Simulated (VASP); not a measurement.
# Si (a cell with a defect) in VASP: notebook, part 2 of 3

VASP 6.6.1.

## (4) Single point, PBE

INCAR reads:

```
SYSTEM = Si
PREC = Accurate
ENCUT = 520
EDIFF = 1E-6
ISMEAR = 0
SIGMA = 0.05
LREAL = Auto
LASPH = .True.
NELM = 80
ALGO = Normal
ISIF = 2
LWAVE = .False.
LCHARG = .False.
GGA = PE
NBANDS = 48
```

KPOINTS reads:

```
regular mesh
0
Gamma
  2 2 2
  0 0 0
```

POSCAR reads:

```
Si
1.0
    0.0000000000      5.4300000000      5.4300000000
    5.4300000000      0.0000000000      5.4300000000
    5.4300000000      5.4300000000      0.0000000000
Si
17
Direct
   -0.0063535912      0.0021657459      0.0019511971
    0.1218498158      0.1279923573      0.1280139042
    0.0004209024     -0.0012361878      0.5002761510
    0.1220852670      0.1281607735      0.6216243094
    0.0003349908      0.5003360958     -0.0010637201
    0.1219857274      0.6219925414      0.1280365562
    0.0005178637      0.5005211786      0.5003134438
    0.1249936464      0.6249916206      0.6251010129
    0.5019440147      0.0019458564      0.0018079190
    0.6250787293      0.1250941989      0.1241061694
    0.5023976059      0.0024018416      0.4926510129
    0.6280593923      0.1280590239      0.6215625230
    0.5021587477      0.4936616943      0.0019484346
    0.6279928177      0.6218528545      0.1280138122
    0.4987664825      0.5004213628      0.5002756906
    0.6281582873      0.6220912523      0.6216236648
    0.3750917127      0.8751064457      0.8741178637
```

Potentials or basis: VASP PAW PBE potentials, release 64 (Si).

The run is started by

```console
> cat potpaw_PBE.64/Si/POTCAR > POTCAR
> mpirun -np 1 vasp_std > vasp.out
```

OUTCAR:

```text
SYSTEM = Si
   PREC = Accurate
   ENCUT = 520
   EDIFF = 1E-6
   ISMEAR = 0
   LREAL = Auto
   LASPH = .True.
   NELM = 80
   ISIF = 2
   GGA = PE

 ion  position               nearest neighbor table
   1  0.994  0.002  0.002-  10 2.31   2 2.38   6 2.38   4 2.38  17 2.39
   2  0.122  0.128  0.128-   3 2.33   5 2.33   1 2.38   9 2.38  17 2.75
   3  0.000  0.999  0.500-   2 2.33  12 2.33   4 2.34   8 2.34
   4  0.122  0.128  0.622-   7 2.33   3 2.34  11 2.38   1 2.38  17 2.74
   5  0.000  0.500  0.999-  14 2.33   2 2.33   6 2.34   8 2.34
   6  0.122  0.622  0.128-   7 2.33   5 2.34  13 2.38   1 2.38  17 2.75
   7  0.001  0.501  0.500-   6 2.33  16 2.33   4 2.33   8 2.34
   8  0.125  0.625  0.625-   7 2.34   3 2.34  15 2.34   5 2.34
[... 616 lines left out ...]
  external PRESSURE =      53.4338492 kB  Pullay stress =       0.0000000 kB

 VOLUME and BASIS-vectors are now :
 -----------------------------------------------------------------------------
  energy-cutoff  :      520.00
  volume of cell :      320.21
      direct lattice vectors                 reciprocal lattice vectors
     0.000000000  5.430000000  5.430000000    -0.092081031  0.092081031  0.092081031
     5.430000000  0.000000000  5.430000000     0.092081031 -0.092081031  0.092081031
     5.430000000  5.430000000  0.000000000     0.092081031  0.092081031 -0.092081031

 POSITION                                       TOTAL-FORCE (eV/Angst)
 -----------------------------------------------------------------------------------
      0.02236      5.40610      5.40726        -0.002430     -0.004803     -0.000006
      1.39011      1.35676      1.35664        -0.014565     -0.002648      0.003769
      8.13979      2.71878      5.42557        -0.004354      0.012384     -0.009544
      4.07133      4.03834      1.35884        -0.000794      0.009794     -0.003166
      8.14105      5.42604      2.71864        -0.009617     -0.009538      0.013100
      4.07266      1.35762      4.03980        -0.005423     -0.005382      0.011038
[... 9 lines left out ...]
      6.75337      6.78632      6.78886         0.009959     -0.000879     -0.003227
      9.49829      6.78321      6.78858        -0.000124     -0.000109     -0.000752
 -----------------------------------------------------------------------------------
    total drift:                                0.008389      0.008589     -0.002102

  FREE ENERGIE OF THE ION-ELECTRON SYSTEM (eV)
  ---------------------------------------------------
  free  energy   TOTEN  =       -87.9959641127 eV

  energy  without entropy=      -87.9860234961  energy(sigma->0) =      -87.99099380
```

stdout:

```text
POSCAR found type information on POSCAR Si
 POSCAR found :  1 types and      17 ions
 scaLAPACK will be used
 LDA part: xc-table for (Slater+PW92), standard interpolation
 POSCAR, INCAR and KPOINTS ok, starting setup
 FFT: planning ... GRIDC
 FFT: planning ... GRID_SOFT
 FFT: planning ... GRID
 WAVECAR not read
 entering main loop
```

Run time: 2.5 min. Hardware: 1 thread of AMD EPYC 9R45 (Zen 5), shared host; peak memory 0.44 GiB.

What came out:

```yaml
Free_energy: -87.9960 eV
Pressure: 5.3 GPa
Largest_force: 0.019 eV/Å
Band_gap_on_the_k_mesh: zero (bands 34 and 35 overlap by 0.25 eV)
```

Forces on the atoms (eV/Å):
```
Si  -0.002 -0.005  0.000
Si  -0.015 -0.003  0.004
Si  -0.004  0.012 -0.010
Si  -0.001  0.010 -0.003
Si  -0.010 -0.010  0.013
Si  -0.005 -0.005  0.011
Si   0.009  0.009  0.005
Si   0.000  0.000  0.000
Si   0.004  0.004  0.008
Si   0.003  0.003  0.000
Si   0.005  0.005 -0.008
Si   0.002  0.002 -0.010
Si  -0.005 -0.002  0.000
Si  -0.003 -0.015  0.004
Si   0.012 -0.004 -0.009
Si   0.010 -0.001 -0.003
Si   0.000  0.000 -0.001
```

Caveat: the k points lie up to 0.50 Å⁻¹ apart.

## (5) Single point, PBE

INCAR reads:

```
PREC = Accurate
ENCUT = 520
EDIFF = 1E-7
ISMEAR = 0
SIGMA = 0.05
LREAL = Auto
LASPH = True
NELM = 60
ALGO = Normal
ISIF = 2
LWAVE = False
LCHARG = True
GGA = PE
LELF = True
LVHAR = True
NBANDS = 48
```

KPOINTS reads:

```
regular mesh
0
Gamma
  2 2 2
```

POSCAR reads:

```
Si
1.0
    0.0000000000      5.4300000000      5.4300000000
    5.4300000000      0.0000000000      5.4300000000
    5.4300000000      5.4300000000      0.0000000000
Si
17
Direct
   -0.0001225599      0.0000509208     -0.0001260589
    0.1243848987      0.1247464088      0.1244513812
    0.0023081952      0.0031790976      0.4969704420
    0.1235548803      0.1248874770      0.6262510129
    0.0028225599      0.4969995396      0.0029477901
    0.1242496317      0.6263229282      0.1243597606
    0.0023401473      0.4972235727      0.4968891344
    0.1305439227      0.6230680479      0.6230328729
    0.4969377532      0.0031340700      0.0023933702
    0.6262715470      0.1248293738      0.1236052486
    0.4960396869      0.0037967772      0.4960614180
    0.6221358195      0.1318674954      0.6222008287
    0.4968062615      0.4971639042      0.0024799263
    0.6228895948      0.6229813076      0.1308061694
    0.4991873849      0.5005081952      0.4994509208
    0.6220717311      0.6234892265      0.6222010129
    0.7490591160      0.7504861878      0.7493119705
```

The run is started by

```console
> cat potpaw_PBE.64/Si/POTCAR > POTCAR
> mpirun -np 1 vasp_std > vasp.out
```

Run time: 3 min. Hardware: 1 thread of AMD EPYC 9R45 (Zen 5), shared host; peak memory 0.43 GiB.

Results (log left out):

| Property | Result |
| --- | --- |
| Free energy | -87.9958 eV |
| Pressure | 5.3 GPa |
| Largest force | 0.022 eV/Å |
| Band gap on the k mesh | zero (bands 34 and 35 overlap by 0.25 eV) |

Forces in eV/Å, atoms in the order of the input:
```
Si   0.000  0.003  0.001
Si  -0.012  0.007 -0.009
Si  -0.007 -0.013 -0.006
Si  -0.002  0.016  0.010
Si  -0.002 -0.018 -0.004
Si   0.011  0.014  0.013
Si   0.005 -0.010  0.003
Si  -0.010  0.001  0.007
Si  -0.005 -0.013 -0.008
Si   0.010  0.014 -0.002
Si   0.001  0.014 -0.001
Si   0.002 -0.003  0.002
Si   0.005 -0.011  0.005
Si   0.006  0.000 -0.009
Si  -0.001  0.001 -0.001
Si  -0.005 -0.004 -0.005
Si   0.004  0.003  0.004
```

Levels at points of the mesh, in eV from the Fermi level:
```csv
k point,band 30,band 31,band 32,band 33,band 34,band 35,band 36,band 37,band 38,band 39
"(0.00, 0.00, 0.00)",-1.75,-0.82,-0.82,-0.82,-0.24,-0.24,-0.23,0.08,0.09,0.41
"(0.50, 0.00, 0.00)",-1.58,-1.58,-1.43,-1.43,-0.34,0.54,0.54,0.90,0.90,1.29
"(0.00, 0.50, 0.00)",-1.58,-1.57,-1.43,-1.43,-0.34,0.53,0.54,0.89,0.90,1.29
"(0.00, 0.00, 0.50)",-1.58,-1.58,-1.43,-1.43,-0.34,0.54,0.54,0.90,0.90,1.29
"(0.50, 0.50, 0.50)",-1.58,-1.57,-1.43,-1.43,-0.34,0.54,0.54,0.89,0.90,1.29
"(0.50, 0.50, 0.00)",-2.02,-2.02,-1.89,-0.99,0.02,0.72,1.02,1.03,1.15,1.90
"(0.00, 0.50, 0.50)",-2.02,-2.02,-1.89,-0.99,0.02,0.72,1.02,1.03,1.15,1.90
"(0.50, 0.00, 0.50)",-2.02,-2.02,-1.89,-0.99,0.01,0.72,1.02,1.03,1.14,1.90
```

Caveat: the k points lie up to 0.50 Å⁻¹ apart.

## (6) Relaxation of the atoms, PBE

INCAR reads:

```
SYSTEM = Si
PREC = Accurate
ENCUT = 520
EDIFF = 1E-7
ISMEAR = 0
SIGMA = 0.05
LREAL = Auto
LASPH = .True.
NELM = 100
ALGO = Normal
ISIF = 2
LWAVE = .False.
LCHARG = .False.
GGA = PE
IBRION = 2
NSW = 80
EDIFFG = -0.03
```

KPOINTS reads:

```
Automatic mesh
0
Gamma
  2 2 2
  0 0 0
```

POSCAR reads:

```
Si
1.0
    0.0000000000      5.4300000000      5.4300000000
    5.4300000000      0.0000000000      5.4300000000
    5.4300000000      5.4300000000      0.0000000000
Si
17
Direct
    0.0000000000      0.0000000000      0.0000000000
    0.1250000000      0.1250000000      0.1250000000
    0.0000000000      0.0000000000      0.5000000000
    0.1250000000      0.1250000000      0.6250000000
    0.0000000000      0.5000000000      0.0000000000
    0.1250000000      0.6250000000      0.1250000000
    0.0000000000      0.5000000000      0.5000000000
    0.1250000000      0.6250000000      0.6250000000
    0.5000000000      0.0000000000      0.0000000000
    0.6250000000      0.1250000000      0.1250000000
    0.5000000000      0.0000000000      0.5000000000
    0.6250000000      0.1250000000      0.6250000000
    0.5000000000      0.5000000000      0.0000000000
    0.6250000000      0.6250000000      0.1250000000
    0.5000000000      0.5000000000      0.5000000000
    0.6250000000      0.6250000000      0.6250000000
    0.3754824000      0.8755582000      0.8703601000
```

Potentials or basis: VASP PAW PBE potentials, release 64 (Si).

The run is started by

```console
> cat potpaw_PBE.64/Si/POTCAR > POTCAR
> mpirun -np 1 vasp_std > vasp.out
```

OUTCAR:

```text
SYSTEM = Si
   PREC = Accurate
   ENCUT = 520
   EDIFF = 1E-7
   ISMEAR = 0
   LREAL = Auto
   LASPH = .True.
   NELM = 100
   ISIF = 2
   GGA = PE
   IBRION = 2
   NSW = 80
   EDIFFG = -0.03

 ion  position               nearest neighbor table
   1  0.000  0.000  0.000-   2 2.35   4 2.35   6 2.35  10 2.35  17 2.35
   2  0.125  0.125  0.125-   1 2.35   3 2.35   5 2.35   9 2.35  17 2.74
   3  0.000  0.000  0.500-   2 2.35   4 2.35   8 2.35  12 2.35
   4  0.125  0.125  0.625-   1 2.35   3 2.35   7 2.35  11 2.35  17 2.69
   5  0.000  0.500  0.000-   2 2.35   6 2.35   8 2.35  14 2.35
   6  0.125  0.625  0.125-   1 2.35   5 2.35   7 2.35  13 2.35  17 2.72
   7  0.000  0.500  0.500-   4 2.35   6 2.35   8 2.35  16 2.35
   8  0.125  0.625  0.625-   3 2.35   5 2.35   7 2.35  15 2.35
   9  0.500  0.000  0.000-   2 2.35  10 2.35  12 2.35  14 2.35  17 2.37
[... 215 lines left out ...]
  -------------------------------------------------------------------------------------
  Total       11.6494062     11.6493556     11.6446764      0.0806256     -0.2862059     -0.2913401
  in kB       58.2887692     58.2885164     58.2651033      0.4034168     -1.4320552     -1.4577445
  external PRESSURE =      58.2807963 kB  Pullay stress =       0.0000000 kB
[... 242 lines left out ...]
--------------------------------------- Ionic step        6  -------------------------------------------

 number of electron      68.0000001 magnetization

 Free energy of the ion-electron system (eV)
  ---------------------------------------------------
  ext. energy  EPLUGINS =         0.00000000
  ---------------------------------------------------
  free energy    TOTEN  =       -87.99591834 eV

  energy without entropy =      -87.98595271  energy(sigma->0) =      -87.99093553

 E-fermi :   6.9104     XC(G=0):  -9.6743

 val. band max:        6.6781632438   @ k =   0.0000   0.0000   0.0000
 cond. band min:       6.9260587331   @ k =   0.5000   0.5000   0.0000
 fundamental gap:      0.2478954892
 Fermi energy:         6.9103562731

 k-point     1 :       0.0000    0.0000    0.0000
  band No.  band energies     occupation
      1      -6.3193      2.00000
      2      -3.7738      2.00000
      3      -3.6290      2.00000
      4      -3.6280      2.00000
      5      -3.6273      2.00000
      6      -2.8080      2.00000
[... 401 lines left out ...]
  FREE ENERGIE OF THE ION-ELECTRON SYSTEM (eV)
  ---------------------------------------------------
  free  energy   TOTEN  =       -87.9959183409 eV

  energy  without entropy=      -87.9859527099  energy(sigma->0) =      -87.99093553

 reached required accuracy - stopping structural energy minimisation
```

CONTCAR:

```text
Si
   1.00000000000000
     0.0000000000000000    5.4299999999999997    5.4299999999999997
     5.4299999999999997    0.0000000000000000    5.4299999999999997
     5.4299999999999997    5.4299999999999997    0.0000000000000000
  Si
    17
Direct
     0.9936848562457071    0.0020975334370859    0.0021643156598633
     0.1220184042600093    0.1279705974972873    0.1279240806530033
     0.0004742240278146    0.9986145254344158    0.5003544539793429
     0.1220127197724171    0.1280433208873283    0.6218728538530263
     0.0004032192873460    0.5004047424063703    0.9987117150772598
     0.1220083441230177    0.6220098564978557    0.1279543392568392
[... 9 lines left out ...]
     0.6280420739039310    0.6220144772712642    0.6218730855670360
     0.3751474944454157    0.8751777846546073    0.8734353423679940

  0.00000000E+00  0.00000000E+00  0.00000000E+00
  0.00000000E+00  0.00000000E+00  0.00000000E+00
  0.00000000E+00  0.00000000E+00  0.00000000E+00
  0.00000000E+00  0.00000000E+00  0.00000000E+00
  0.00000000E+00  0.00000000E+00  0.00000000E+00
  0.00000000E+00  0.00000000E+00  0.00000000E+00
[... 9 lines left out ...]
  0.00000000E+00  0.00000000E+00  0.00000000E+00
  0.00000000E+00  0.00000000E+00  0.00000000E+00
```

Wall time 10 min (1 thread of Intel Xeon Platinum 8259CL at 2.50GHz (Skylake/Cascade Lake), shared host); peak memory 0.53 GiB.

What came out:

| Quantity | Value |
| --- | --- |
| Free energy | -87.9959 eV |
| Energy gained by relaxing | 7.3 meV/atom |
| Ionic steps | 6 |
| Pressure after relaxing | 5.3 GPa |
| Largest force after relaxing | 0.021 eV/Å |
| Band gap on the k mesh | zero (bands 34 and 35 overlap by 0.25 eV) |

Forces in eV/Å, atoms in the order of the input:
```
Si  -0.003 -0.008 -0.001
Si  -0.002 -0.002 -0.003
Si   0.003  0.001  0.001
Si  -0.004  0.003  0.004
Si  -0.001 -0.001  0.003
Si   0.001  0.001  0.003
Si  -0.001 -0.001 -0.004
Si   0.000  0.000  0.000
Si   0.000  0.000  0.006
Si   0.006  0.006 -0.002
Si  -0.002 -0.002 -0.002
Si  -0.007 -0.007 -0.002
Si  -0.008 -0.003 -0.001
Si  -0.002 -0.002 -0.003
Si   0.001  0.003  0.000
Si   0.003 -0.004  0.005
Si   0.014  0.015 -0.003
```

Step by step:
| step | energy change (eV) | largest force (eV/Å) | pressure (GPa) |
| --- | --- | --- | --- |
| 1 | 0.0000 | 1.0573 | 5.83 |
| 2 | -0.1203 | 0.1126 | 5.36 |
| 3 | -0.1210 | 0.1486 | 5.33 |
| 4 | -0.1231 | 0.0480 | 5.34 |
| 5 | -0.1232 | 0.0585 | 5.34 |
| 6 | -0.1236 | 0.0207 | 5.35 |

Final structure:
```
Si
1.0
     0.00000    5.43000    5.43000
     5.43000    0.00000    5.43000
     5.43000    5.43000    0.00000
Si
17
Cartesian
  0.0231 5.4075 5.4071
  1.3895 1.3572 1.3574
  8.1394 2.7195 5.4251
  4.0720 4.0393 1.3578
  8.1402 5.4252 2.7194
  4.0723 1.3573 4.0400
  5.4350 2.7200 2.7207
  6.7877 4.0727 4.0725
  0.0204 2.7354 2.7351
  1.3523 4.0672 4.0738
  2.6880 5.4030 2.7423
  4.0719 6.7869 4.1052
  2.6925 2.7381 5.4072
  4.0722 4.1045 6.7874
  5.4345 5.4244 5.4251
  6.7543 6.7870 6.7878
  9.4950 6.7798 6.7893
```

Levels at points of the mesh, in eV from the Fermi level:
```csv
k point,band 30,band 31,band 32,band 33,band 34,band 35,band 36,band 37,band 38,band 39
"(0.00, 0.00, 0.00)",-1.75,-0.82,-0.82,-0.82,-0.24,-0.24,-0.23,0.09,0.09,0.41
"(0.50, 0.00, 0.00)",-1.58,-1.57,-1.43,-1.43,-0.34,0.53,0.54,0.90,0.90,1.29
"(0.00, 0.50, 0.00)",-1.58,-1.57,-1.43,-1.43,-0.34,0.53,0.54,0.90,0.90,1.29
"(0.00, 0.00, 0.50)",-1.58,-1.58,-1.43,-1.43,-0.34,0.54,0.54,0.90,0.90,1.29
"(0.50, 0.50, 0.50)",-1.58,-1.57,-1.43,-1.43,-0.34,0.53,0.54,0.90,0.90,1.29
"(0.50, 0.50, 0.00)",-2.02,-2.02,-1.89,-0.99,0.02,0.71,1.03,1.03,1.15,1.90
"(0.00, 0.50, 0.50)",-2.02,-2.02,-1.89,-0.99,0.02,0.71,1.02,1.03,1.15,1.90
"(0.50, 0.00, 0.50)",-2.02,-2.02,-1.89,-0.99,0.02,0.71,1.02,1.03,1.15,1.90
```

Caveat: the k points lie up to 0.50 Å⁻¹ apart.

(Part 2 of 3 ends here.)
